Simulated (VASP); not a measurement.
Ru, 2 atoms in the cell. The structure is hexagonal, space group P6_3/mmc (No. 194). The conventional cell has a = 2.706 Å, b = 2.706 Å, c = 4.282 Å, α = 90.00°, β = 90.00°, γ = 120.00°. Ru (site symmetry -6m2) has 12 Ru at 2.65 to 2.71 Å within 3.5 Å. 

| Property | Result |
| --- | --- |
| Program | VASP 6.6.1 |
| Task | single point |
| Functional | LDA |
| Potentials or basis | VASP PAW LDA potentials, release 64 (Ru_pv) |
| Cutoff | 500 eV |
| k mesh | 13 × 13 × 7 |
| Occupations | gaussian, width 0.05 eV |
| Spin | no spin polarisation |
| Dipole correction | no |
| Further INCAR settings | ALGO = Normal; EDIFF = 1e-06; NBANDS = 21 |

Potentials or basis: VASP PAW LDA potentials, release 64 (Ru_pv).

Command:

```console
$ cat potpaw_LDA.64/Ru_pv/POTCAR > POTCAR
$ mpirun -np 1 vasp_std > vasp.out
```

Hardware: 1 thread of AMD EPYC 9R45 96-Core Processor (Zen 5), on a shared host.

Estimate the wall time of this run.

Wall time 14 s on 1 thread of AMD EPYC 9R45 96-Core Processor (Zen 5), on a shared host, peak memory 0.12 GiB. Counts: scf iterations 11, k points 84.
